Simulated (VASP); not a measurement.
# SmIn2As3 (P6/mmm) in VASP: notebook

SmIn2As3 is run at these levels: PBE; tasks: relaxation of cell and atoms, single point.

All numbers are computed with VASP 6.6.1; they aren't measurements. Logs are shortened: lines on timing, memory, paths and dates and some standing lists are left out, and cuts for length are marked.

### Step 1. The cell of the first run

It takes space group P6/mmm (No. 191, hexagonal). The conventional cell has a = 5.932 Å, b = 5.932 Å, c = 5.761 Å, α = 90.00°, β = 90.00°, γ = 120.00°. Sm (site symmetry 6/mmm) has 6 As at 2.97 Å within 3.9 Å. Within 4.5 Å of In (site symmetry -6m2) lie 6 As at 3.35 Å and 3 In at 3.42 Å and 6 Sm at 4.47 Å. Within 3.9 Å of As (site symmetry mmm) lie 4 As at 2.97 Å and 2 Sm at 2.97 Å and 4 In at 3.35 Å.

The cell was generated, and may not be a known phase.

### Step 2. Relaxation of cell and atoms, PBE

INCAR reads:

```
SYSTEM = SmIn2As3
  PREC = Accurate
  ENCUT = 500
  EDIFF = 1E-7
  ISMEAR = 0
  SIGMA = 0.1
  LREAL = .FALSE.
  LASPH = .TRUE.
  NELM = 200
  ALGO = Normal
  ISIF = 3
  LWAVE = .FALSE.
  LCHARG = .FALSE.
  GGA = PE
  IBRION = 2
  NSW = 90
  EDIFFG = -0.04
  GGA_COMPAT = .FALSE.
  NELMIN = 4
  LMAXMIX = 6
```

KPOINTS reads:

```
Automatic mesh
0
G
  3 3 4
  0 0 0
```

POSCAR reads:

```
SmIn2As3
1.0
    5.9316687900      0.0000000000      0.0000000000
   -2.9658344000      5.1369758600      0.0000000000
    0.0000000000      0.0000000000      5.7607193000
Sm In As
1 2 3
Direct
    0.0000000000      0.0000000000      0.0000000000
    0.3333333300      0.6666666700      0.5000000000
    0.6666666700      0.3333333300      0.5000000000
    0.5000000000      0.0000000000      0.0000000000
    0.0000000000      0.5000000000      0.0000000000
    0.5000000000      0.5000000000      0.0000000000
```

Potentials or basis: VASP PAW PBE potentials, release 64 (Sm_3, In_d, As), 4f in core.

Launch:

```console
> cat potpaw_PBE.64/Sm_3/POTCAR potpaw_PBE.64/In_d/POTCAR potpaw_PBE.64/As/POTCAR > POTCAR
> mpirun -np 1 vasp_std > vasp.out
```

OUTCAR:

```text
SYSTEM = SmIn2As3
   PREC = Accurate
   ENCUT = 500
   EDIFF = 1E-7
   ISMEAR = 0
   LREAL = .FALSE.
   LASPH = .TRUE.
   NELM = 200
   ISIF = 3
   GGA = PE
   IBRION = 2
   NSW = 90
   EDIFFG = -0.04
   NELMIN = 4

 ion  position               nearest neighbor table
   1  0.000  0.000  0.000-   6 2.97   6 2.97   4 2.97   4 2.97   5 2.97   5 2.97
   2  0.333  0.667  0.500-   5 3.35   5 3.35   4 3.35   4 3.35   6 3.35   6 3.35   3 3.42   3 3.42
                             3 3.42
   3  0.667  0.333  0.500-   5 3.35   5 3.35   4 3.35   4 3.35   6 3.35   6 3.35   2 3.42   2 3.42
                             2 3.42
   4  0.500  0.000  0.000-   1 2.97   1 2.97   3 3.35   2 3.35   3 3.35   2 3.35
   5  0.000  0.500  0.000-   1 2.97   1 2.97   3 3.35   2 3.35   3 3.35   2 3.35
   6  0.500  0.500  0.000-   1 2.97   1 2.97   3 3.35   2 3.35   3 3.35   2 3.35

  LATTYP: Found a hexagonal cell.
 ALAT       =     5.9316687900
 C/A-ratio  =     0.9711802031

  Lattice vectors:

 A1 = (   5.9316687900,   0.0000000000,   0.0000000000)
 A2 = (  -2.9658344000,   5.1369758600,   0.0000000000)
 A3 = (   0.0000000000,   0.0000000000,   5.7607193000)

Analysis of symmetry for initial positions (statically):
=====================================================================
 Subroutine PRICEL returns:
 Original cell was already a primitive cell.

 Routine SETGRP: Setting up the symmetry group for a
 hexagonal supercell.

 Subroutine GETGRP returns: Found 24 space group operations
 (whereof 24 operations were pure point group operations)
 out of a pool of 24 trial point group operations.

The static configuration has the point symmetry D_6h.

Analysis of symmetry for dynamics (positions and initial velocities):
=====================================================================
 Subroutine PRICEL returns:
 Original cell was already a primitive cell.

 Routine SETGRP: Setting up the symmetry group for a
 hexagonal supercell.

 Subroutine GETGRP returns: Found 24 space group operations
 (whereof 24 operations were pure point group operations)
 out of a pool of 24 trial point group operations.

The dynamic configuration has the point symmetry D_6h.

 Subroutine INISYM returns: Found 24 space group operations
 (whereof 24 operations are pure point group operations),
 and found     1 'primitive' translations

----------------------------------------------------------------------------------------

                                     Primitive cell

  volume of cell :     175.5340

  direct lattice vectors                    reciprocal lattice vectors
     5.931668790  0.000000000  0.000000000     0.168586621  0.097333531  0.000000000
    -2.965834400  5.136975860  0.000000000     0.000000000  0.194667062  0.000000000
     0.000000000  0.000000000  5.760719300     0.000000000  0.000000000  0.173589434

  length of vectors
     5.931668790  5.931668793  5.760719300     0.194667062  0.194667062  0.173589434

  position of ions in fractional coordinates (direct lattice)
     0.000000000  0.000000000  0.000000000
     0.333333330  0.666666670  0.500000000
     0.666666670  0.333333330  0.500000000
     0.500000000  0.000000000  0.000000000
     0.000000000  0.500000000  0.000000000
     0.500000000  0.500000000  0.000000000

  ion indices of the primitive-cell ions
   primitive index   ion index
                 1           1
                 2           2
                 3           3
                 4           4
                 5           5
                 6           6

----------------------------------------------------------------------------------------

 KPOINTS: Automatic mesh

Automatic generation of k-mesh.
 Grid dimensions read from file:
 generate k-points for:    3    3    4

 Generating k-lattice:

  Cartesian coordinates                     Fractional coordinates (reciprocal lattice)
     0.056195540  0.032444510  0.000000000     0.333333333  0.000000000  0.000000000
     0.000000000  0.064889021  0.000000000     0.000000000  0.333333333  0.000000000
     0.000000000  0.000000000  0.043397358     0.000000000  0.000000000  0.250000000

  Length of vectors
     0.064889021  0.064889021  0.043397358

  Shift w.r.t. Gamma in fractional coordinates (k-lattice)
     0.000000000  0.000000000  0.000000000

 Subroutine IBZKPT returns following result:
 ===========================================

 Found      9 irreducible k-points:

 Following reciprocal coordinates:
            Coordinates               Weight
  0.000000  0.000000  0.000000      1.000000
  0.333333  0.000000  0.000000      6.000000
  0.333333  0.333333  0.000000      2.000000
  0.000000  0.000000  0.250000      2.000000
  0.333333  0.000000  0.250000     12.000000
  0.333333  0.333333  0.250000      4.000000
  0.000000  0.000000  0.500000      1.000000
  0.333333  0.000000  0.500000      6.000000
  0.333333  0.333333  0.500000      2.000000
   k-points           NKPTS =      9   k-points in BZ     NKDIM =      9   number of bands    NBANDS=     31
   number of dos      NEDOS =    301   number of ions     NIONS =      6
   total plane-waves  NPLWV =  96768
   dimension x,y,z NGX =    48 NGY =   48 NGZ =   42
   dimension x,y,z NGXF=    96 NGYF=   96 NGZF=   84
   ions per type =               1   2   3
   NGX,Y,Z   is equivalent  to a cutoff of  13.45, 13.45, 12.12 a.u.
   NGXF,Y,Z  is equivalent  to a cutoff of  26.91, 26.91, 24.24 a.u.
 SYSTEM =  SmIn2As3
   PREC   = accura    normal or accurate (medium, high low for compatibility)
   ISTART =      0    job   : 0-new  1-cont  2-samecut
   ICHARG =      2    charge: 1-file 2-atom 10-const
   ISPIN  =      1    spin polarized calculation?
   LNONCOLLINEAR =      F non collinear calculations
   LSORBIT =      F    spin-orbit coupling
   LASPH  =      T    aspherical Exc in radial PAW
   ENCUT  =  500.0 eV  36.75 Ry    6.06 a.u.  10.81 10.81 10.50*2*pi/ulx,y,z
   NELM   =    200;   NELMIN=  4; NELMDL= -5     # of ELM steps
   EDIFF  = 0.1E-06   stopping-criterion for ELM
   LREAL  =      F    real-space projection
   EDIFFG = -.4E-01   stopping-criterion for IOM
   NSW    =     90    number of steps for IOM
   IBRION =      2    ionic relax: 0-MD 1-quasi-New 2-CG
   NFREE  =      1    steps in history (QN), initial steepest desc. (CG)
   ISIF   =      3    stress and relaxation
   ISYM   =      2    0-nonsym 1-usesym 2-fastsym
   POTIM  = 0.5000    time-step for ionic-motion
   TEBEG  =    0.0;   TEEND  =   0.0 temperature during run
   PSTRESS=    0.0 pullay stress
   NELECT =      52.0000    total number of electrons
   NUPDOWN=      -1.0000    fix difference up-down
   EMIN   =  10.00;   EMAX   =-10.00  energy-range for DOS
   EFERMI =   0.00;   METHOD = LEGACY
   ISMEAR =     0;   SIGMA  =   0.10  broadening in eV -4-tet -1-fermi 0-gaus
   EFERMI_NEDOS =   21; number of points for ismear=-14 and -15
   IALGO  =     38    algorithm
   IMIX   =      4    mixing-type and parameters
     AMIX     =   0.40;   BMIX     =  1.00
     AMIX_MAG =   1.60;   BMIX_MAG =  1.00
  volume/ion in A,a.u.               =      29.26       197.43
  Fermi-wavevector in a.u.,A,eV,Ry     =   1.091329  2.062312 16.204515  1.190998
  Thomas-Fermi vector in A             =   2.227572
   LORBIT       =      0    0 simple, 1 ext, 2 COOP (PROOUT), +10 PAW based schemes
   GGA     = PE    functional components
   LHFCALC =     F    Hartree Fock is set to
   AEXX    =    0.0000 exact exchange contribution
   IVDW    =     0    specifies the selected vdW correction
   LEPSILON=     F    determine dielectric tensor
   LRPA    =     F    only Hartree local field effects (RPA)
 conjugate gradient relaxation of ions
 non-spin polarized calculation
 Gauss-broadening in eV      SIGMA  =   0.10
  energy-cutoff  :      500.00
  volume of cell :      175.53
 maximum number of plane-waves:      4473
 NGX is ok and might be reduce to    48
   NGX = 21   NGY = 21   NGZ = 21

--------------------------------------- Ionic step        1  -------------------------------------------

 number of electron      51.9999998 magnetization

 Free energy of the ion-electron system (eV)
  ---------------------------------------------------
  ext. energy  EPLUGINS =         0.00000000
  ---------------------------------------------------
  free energy    TOTEN  =       -24.28262026 eV

  energy without entropy =      -24.25078146  energy(sigma->0) =      -24.26670086

------------------------ aborting loop because EDIFF is reached ----------------------------------------

  FORCE on cell =-STRESS in cart. coord.  units (eV):
  Direction    XX          YY          ZZ          XY          YZ          ZX
  --------------------------------------------------------------------------------------
  -------------------------------------------------------------------------------------
  Total        0.4092165      0.4092165     -2.0635651     -0.0000000      0.0000000      0.0000000
  in kB        3.7351026      3.7351026    -18.8350863     -0.0000000      0.0000000      0.0000000
  external PRESSURE =      -3.7882937 kB  Pullay stress =       0.0000000 kB
[... 65 lines left out ...]
  energy  without entropy=      -24.3077834502  energy(sigma->0) =      -24.32143655

--------------------------------------- Ionic step        3  -------------------------------------------

 number of electron      51.9999996 magnetization

 E-fermi :   4.6124     XC(G=0):  -9.3462

 val. band max:        4.6116533354   @ k =   0.3333   0.0000   0.0000
 cond. band min:       4.6640122799   @ k =   0.0000   0.0000   0.5000
 fundamental gap:      0.0523589445
 Fermi energy:         4.6124344944

 k-point     1 :       0.0000    0.0000    0.0000
  band No.  band energies     occupation
      1     -37.1530      2.00000
      2     -16.7827      2.00000
      3     -16.4786      2.00000
      4     -16.4786      2.00000
      5      -9.9677      2.00000
      6      -9.9364      2.00000
[... 452 lines left out ...]
  energy  without entropy=      -24.4552579220  energy(sigma->0) =      -24.46201615

--------------------------------------- Ionic step        7  -------------------------------------------

 number of electron      52.0000006 magnetization

 Free energy of the ion-electron system (eV)
  ---------------------------------------------------
  ext. energy  EPLUGINS =         0.00000000
  ---------------------------------------------------
  free energy    TOTEN  =       -24.47045049 eV

  energy without entropy =      -24.45671988  energy(sigma->0) =      -24.46358519

 E-fermi :   4.8421     XC(G=0):  -9.4792

 val. band max:        4.8287936132   @ k =   0.3333   0.0000   0.0000
 cond. band min:       5.0114576169   @ k =   0.3333   0.0000   0.2500
 fundamental gap:      0.1826640037
 Fermi energy:         4.8420526054

 k-point     1 :       0.0000    0.0000    0.0000
  band No.  band energies     occupation
      1     -36.9373      2.00000
      2     -16.5441      2.00000
      3     -16.2679      2.00000
      4     -16.2679      2.00000
      5      -9.7217      2.00000
      6      -9.6640      2.00000
[... 328 lines left out ...]
  FREE ENERGIE OF THE ION-ELECTRON SYSTEM (eV)
  ---------------------------------------------------
  free  energy   TOTEN  =       -24.4704504910 eV

  energy  without entropy=      -24.4567198820  energy(sigma->0) =      -24.46358519

 reached required accuracy - stopping structural energy minimisation
```

Run time: 3.3 min. Hardware: 1 thread of Intel Xeon 6975P-C (Granite Rapids), shared host; peak memory 0.34 GiB.

Results:

* Free energy: -24.4705 eV
* Relaxed volume: 27.65 Å³/atom
* Relaxed cell: a = 6.009 Å, b = 6.009 Å, c = 5.304 Å, α = 90.00°, β = 90.00°, γ = 120.00°
* Space group after relaxing (to 0.1 Å): P6/mmm (No. 191)
* Energy gained by relaxing: 31.3 meV/atom
* Ionic steps: 7
* Pressure after relaxing: 0.0 GPa
* Band gap on the k mesh: zero (bands 26 and 27 overlap by 1.03 eV)

The path:
```tsv
step	energy change (eV)	largest force (eV/Å)	pressure (GPa)	volume (Å³)
1	0.0000	0.0000	-0.38	175.53
2	-0.0525	0.0000	-0.62	173.76
3	-0.1471	0.0000	-0.59	170.52
4	-0.1555	0.0000	0.15	163.72
5	-0.1868	0.0000	-0.30	166.95
6	-0.1862	0.0000	0.40	164.55
7	-0.1878	0.0000	0.00	165.88
```

Final structure:
```
Sm In As
1.0
     6.00923    0.00000    0.00000
    -3.00461    5.20414    0.00000
     0.00000    0.00000    5.30420
Sm In As
1 2 3
Cartesian
  0.0000 0.0000 0.0000
  0.0000 3.4694 2.6521
  3.0046 1.7347 2.6521
  3.0046 0.0000 0.0000
  -1.5023 2.6021 0.0000
  1.5023 2.6021 0.0000
```

Levels at points of the mesh, in eV from the Fermi level:
```
           k point  band 24  band 25  band 26  band 27  band 28  band 29
(0.00, 0.00, 0.00)    -0.58    -0.58     0.60     0.78     0.78     1.10
(0.00, 0.00, 0.50)    -2.41    -0.05    -0.05     1.05     1.31     2.05
```

Caveat: the k points lie up to 0.40 Å⁻¹ apart in the final cell, too coarse for converged energies and pressures of a metal; spin-orbit coupling is left out, which moves the levels of the heavy elements; the 4f electrons are frozen in the core, so they carry no moment and show no levels. Spin polarisation is off, so any magnetic state and its effect on volume and gap are missing.

### Step 3. Single point, PBE

This run uses another cell than the first one, of 27.89 Å³/atom.

INCAR reads:

```
SYSTEM = SmIn2As3
PREC = Accurate
ENCUT = 500
EDIFF = 1E-6
ISMEAR = 0
SIGMA = 0.1
LREAL = .False.
LASPH = .True.
NELM = 200
ALGO = Normal
ISIF = 2
LWAVE = .False.
LCHARG = .False.
GGA = PE
NBANDS = 35
GGA_COMPAT = .False.
LMAXMIX = 6
```

KPOINTS reads:

```
regular mesh
0
Gamma
  6 6 8
  0 0 0
```

POSCAR reads:

```
SmIn2As3
1.0
    5.9332694251      0.0000000000      0.0000000000
   -2.9666347126      5.1383620496      0.0000000000
    0.0000000000      0.0000000000      5.4893100598
Sm In As
1 2 3
Direct
    0.0000000000      0.0000000000      0.0000000000
    0.3333333333      0.6666666667      0.5000000000
    0.6666666667      0.3333333333      0.5000000000
    0.5000000000      0.0000000000      0.0000000000
    0.0000000000      0.5000000000      0.0000000000
    0.5000000000      0.5000000000      0.0000000000
```

Potentials or basis: VASP PAW PBE potentials, release 64 (Sm_3, In_d, As), 4f in core.

Launch:

```console
> cat potpaw_PBE.64/Sm_3/POTCAR potpaw_PBE.64/In_d/POTCAR potpaw_PBE.64/As/POTCAR > POTCAR
> mpirun -np 1 vasp_std > vasp.out
```

It took 88 s on 1 thread of Intel Xeon 6975P-C (Granite Rapids), shared host; peak memory 0.39 GiB.

It converged, with:

```yaml
Free_energy: -24.6854 eV
Pressure: 0.1 GPa
Band_gap_on_the_k_mesh: zero (bands 26 and 27 overlap by 1.86 eV)
```

Stress tensor (GPa, compression positive):
```
 0.17  0.00  0.00
 0.00  0.17  0.00
 0.00  0.00 -0.01
```

Levels at points of the mesh, in eV from the Fermi level:
```tsv
k point	band 24	band 25	band 26	band 27	band 28	band 29
(0.00, 0.00, 0.00)	-0.44	-0.44	0.81	0.81	0.87	1.09
(0.50, 0.00, 0.00)	-1.40	-1.12	-0.99	-0.96	0.00	0.30
(0.00, 0.00, 0.50)	-2.08	0.12	0.12	0.54	1.06	2.25
(0.50, 0.00, 0.50)	-0.95	-0.92	-0.33	0.43	1.50	1.78
```

Caveat: spin-orbit coupling is left out, which moves the levels of the heavy elements; the 4f electrons are frozen in the core, so they carry no moment and show no levels. Spin polarisation is off, so any magnetic state and its effect on volume and gap are missing.

### Step 4. Relaxation of cell and atoms, PBE

This run uses another cell than the first one, of 27.46 Å³/atom.

INCAR reads:

```
ALGO = Normal ; EDIFF = 1E-7
EDIFFG = -0.01 ; ENCUT = 500
GGA = PE ; GGA_COMPAT = False
IBRION = 2 ; ISIF = 3
ISMEAR = 0 ; LASPH = True
LCHARG = False ; LMAXMIX = 6
LREAL = False ; LWAVE = False
NELM = 200 ; NELMIN = 4
NSW = 100 ; PREC = Accurate
SIGMA = 0.1
```

KPOINTS reads:

```
k-points
0
Gamma
  6 6 8
```

Edit POSCAR of step 3 so:

```diff
@@ -2,5 +2,5 @@
 1.0
-    5.9332694251      0.0000000000      0.0000000000
-   -2.9666347126      5.1383620496      0.0000000000
-    0.0000000000      0.0000000000      5.4893100598
+    5.9964667173      0.0000000000      0.0000000000
+   -2.9982333587      5.1930925102      0.0000000000
+    0.0000000000      0.0000000000      5.2901040838
 Sm In As
```

Launch:

```console
> cat potpaw_PBE.64/Sm_3/POTCAR potpaw_PBE.64/In_d/POTCAR potpaw_PBE.64/As/POTCAR > POTCAR
> mpirun -np 1 vasp_std > vasp.out
```

Wall time 7.8 min (1 thread of Intel Xeon 6975P-C (Granite Rapids), shared host); peak memory 0.42 GiB.

Results (log left out):

| Property | Result |
| --- | --- |
| Free energy | -24.6854 eV |
| Relaxed volume | 27.92 Å³/atom |
| Relaxed cell | a = 5.942 Å, b = 5.942 Å, c = 5.478 Å, α = 90.00°, β = 90.00°, γ = 120.00° |
| Space group after relaxing (to 0.1 Å) | P6/mmm (No. 191) |
| Energy gained by relaxing | 2.1 meV/atom |
| Ionic steps | 7 |
| Pressure after relaxing | 0.0 GPa |
| Band gap on the k mesh | zero (bands 26 and 27 overlap by 1.86 eV) |

Step by step:
```csv
step,energy change (eV),largest force (eV/Å),pressure (GPa),volume (Å³)
1,0.0000,0.0000,0.05,164.73
2,-0.0020,0.0000,0.08,164.94
3,-0.0079,0.0000,0.14,165.55
4,-0.0117,0.0000,0.26,166.72
5,-0.0118,0.0000,0.24,166.53
6,-0.0117,0.0000,-0.24,168.52
7,-0.0124,0.0000,0.01,167.50
```

Final structure:
```cif
data_structure
_symmetry_space_group_name_H-M 'P 1'
_symmetry_Int_Tables_number 1
_cell_length_a 5.9421
_cell_length_b 5.9421
_cell_length_c 5.4776
_cell_angle_alpha 90.000
_cell_angle_beta 90.000
_cell_angle_gamma 120.000
_cell_volume 167.50
loop_
_atom_site_label
_atom_site_type_symbol
_atom_site_fract_x
_atom_site_fract_y
_atom_site_fract_z
_atom_site_occupancy
Sm1 Sm 0.00000 0.00000 0.00000 1
In1 In 0.33333 0.66667 0.50000 1
In2 In 0.66667 0.33333 0.50000 1
As1 As 0.50000 0.00000 0.00000 1
As2 As 0.00000 0.50000 0.00000 1
As3 As 0.50000 0.50000 0.00000 1
```

Levels at points of the mesh, in eV from the Fermi level:
| k point | band 23 | band 24 | band 25 | band 26 | band 27 | band 28 | band 29 | band 30 |
| --- | --- | --- | --- | --- | --- | --- | --- | --- |
| (0.00, 0.00, 0.00) | -0.79 | -0.44 | -0.44 | 0.82 | 0.82 | 0.85 | 1.10 | 1.10 |
| (0.50, 0.00, 0.00) | -2.48 | -1.40 | -1.13 | -0.99 | -0.96 | 0.00 | 0.32 | 2.38 |
| (0.00, 0.00, 0.50) | -2.09 | -2.09 | 0.11 | 0.11 | 0.59 | 1.08 | 2.23 | 2.65 |
| (0.50, 0.00, 0.50) | -1.67 | -0.95 | -0.92 | -0.34 | 0.46 | 1.52 | 1.79 | 2.03 |

Caveat: spin-orbit coupling is left out, which moves the levels of the heavy elements; the 4f electrons are frozen in the core, so they carry no moment and show no levels.

### Step 5. Summary

```tsv
task	cell	k mesh	gap on the mesh (eV)	pressure (GPa)	relaxed volume (Å³/atom)
relaxation of cell and atoms	relaxed from a = 5.932, b = 5.932, c = 5.761 Å, angles 90.0, 90.0, 120.0°, 6 atoms	3 × 3 × 4	none	0.0	27.65
single point	a = 5.933, b = 5.933, c = 5.489 Å, angles 90.0, 90.0, 120.0°, 6 atoms	6 × 6 × 8	none	0.1	-
relaxation of cell and atoms	relaxed from a = 5.996, b = 5.996, c = 5.290 Å, angles 90.0, 90.0, 120.0°, 6 atoms	6 × 6 × 8	none	0.0	27.92
```

Alike in all rows: level PBE; potentials or basis VASP PAW PBE potentials, release 64 (Sm_3, In_d, As), 4f in core; no spin polarisation; cutoff (eV) 500; smearing gaussian 0.1 eV.

Caveats: some runs use coarse meshes; spin-orbit coupling is left out, which moves the levels of the heavy elements; the 4f electrons are frozen in the core, so they carry no moment and show no levels.

Total energies depend on the potentials used, so only differences within one code and one set of settings carry meaning.

The gap in the log of VASP goes by the Fermi energy; the results here count the filled bands.